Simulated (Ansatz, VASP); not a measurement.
## Two plane-wave programs on Ag

```
Ag
1.0
     0.00000    3.18969    3.18969
     3.18969    0.00000    3.18969
     3.18969    3.18969    0.00000
Ag
3
Direct
  0.50000 0.50000 0.50000
  0.75000 0.75000 0.75000
  0.25000 0.25000 0.25000
```

Alike in both runs: functional PBE; k mesh 12 × 12 × 12; occupations gaussian, width 0.1 eV; no spin polarisation.

Ansatz relaxed the structure, and its values are those at the end. VASP's run is a single point on that final structure, the one shown.

```csv
,VASP,Ansatz
version,VASP 6.6.1,Ansatz 0.2.0
potentials or method,"VASP PAW PBE potentials, release 64 (Ag), cutoff 520 eV","scalar-relativistic, plane waves, PAW"
valence electrons in the cell,33,57
```

VASP gave:

| Item | Value |
| --- | --- |
| gap on the k mesh at the Fermi level (eV) | none |
| pressure (GPa) | -0.1 |

Problem. Estimate Ansatz's values.

Solution. gap on the k mesh at the Fermi level (eV): none; pressure (GPa): 0.0.

A gap of «none» marks a metal or a gap that the smearing closes. VASP's potentials hold 33 valence electrons a cell and Ansatz's 57, so a difference there can come from the potentials and not from the codes.
